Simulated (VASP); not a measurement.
Wanted: the native input for a VASP 6.6.1 run.

```yaml
Task: single point
Functional: LDA
Potentials_or_basis: VASP PAW LDA potentials, release 64 (La, Te)
Cutoff: 520 eV
k_mesh: 7 × 7 × 7
Occupations: methfessel-paxton, width 0.2 eV
Spin: no spin polarisation
Dipole_correction: no
Further_INCAR_settings: ALGO = Normal; EDIFF = 1e-07; NBANDS = 16
```

The structure of LaTe lies in POSCAR:

```
LaTe
1.0
    3.9360900000      0.0000000000      0.0000000000
    0.0000000000      3.9360900000      0.0000000000
    0.0000000000      0.0000000000      3.9360900000
La Te
1 1
Direct
    0.0000000000      0.0000000000      0.0000000000
    0.5000000000      0.5000000000      0.5000000000
```

The input as run:

INCAR

```
SYSTEM = LaTe
PREC     = Accurate       ! precision mode
ENCUT    = 520            ! plane-wave cutoff, eV
EDIFF    = 1E-7           ! SCF threshold, eV
ISMEAR   = 1              ! smearing method
SIGMA    = 0.2            ! smearing width, eV
LREAL    = .False.        ! projectors in reciprocal space
LASPH    = .True.         ! aspherical terms in the spheres
NELM     = 60             ! most SCF steps
ALGO     = Normal         ! electronic algorithm
ISIF     = 2              ! what is computed and relaxed
LWAVE    = .False.        ! write WAVECAR
LCHARG   = .False.        ! write CHGCAR
NBANDS   = 16             ! bands
```

KPOINTS

```
regular mesh
0
Gamma
  7 7 7
  0 0 0
```

Potentials or basis: VASP PAW LDA potentials, release 64 (La, Te).

Command:

```bash
$ cat potpaw_LDA.64/La/POTCAR potpaw_LDA.64/Te/POTCAR > POTCAR
$ mpirun -np 1 vasp_std > vasp.out
```

It gave:

- Pressure: -4.3 GPa

It took 12 s on 1 thread of Intel(R) Xeon(R) Platinum 8488C (Sapphire Rapids), on a shared host, peak memory 0.16 GiB.
